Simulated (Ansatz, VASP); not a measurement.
## AlN in VASP and in Ansatz

```
CELL_PARAMETERS angstrom
0.00000 2.19036 2.19036
2.18490 0.00546 2.18490
2.18490 2.18490 0.00546
ATOMIC_POSITIONS crystal
Al 0.00000 0.00000 0.00000
N 0.75000 0.75000 0.75000
```

Change from the starting cell: strain +0.0050 x Voigt [0, 0, 0, 1, 0, 0], atoms carried along.

Alike in both runs: task single point; functional r2SCAN; k mesh 10 × 10 × 10; occupations gaussian, width 0.05 eV; no spin polarisation.

|  | VASP | Ansatz |
| --- | --- | --- |
| version | VASP 6.6.1 | Ansatz 0.2.0 |
| potentials or method | VASP PAW PBE potentials, release 64 (Al, N), cutoff 520 eV | scalar-relativistic, plane waves, PAW |
| valence electrons in the cell | 8 | 8 |

VASP gave:

| Item | Value |
| --- | --- |
| gap on the k mesh at the Fermi level (eV) | 3.92 |
| least direct gap on the mesh (eV) | 4.87 |
| pressure (GPa) | -0.4 |
| traceless stress, the component that is largest in VASP (GPa) | -1.19 |
| rms of the force components (eV/Å) | 0.025 |

Task: What did Ansatz give for the same quantities?

Result: gap on the k mesh at the Fermi level (eV): 3.93; least direct gap on the mesh (eV): 4.83; pressure (GPa): 0.0; traceless stress, the component that is largest in VASP (GPa): -1.17; rms of the force components (eV/Å): 0.025.

VASP's potentials were made for PBE, not for r2SCAN. Atom by atom the forces differ by 0.000 eV/Å (rms over components). With one functional, cell and mesh, what is left measures potentials, basis and numerics.
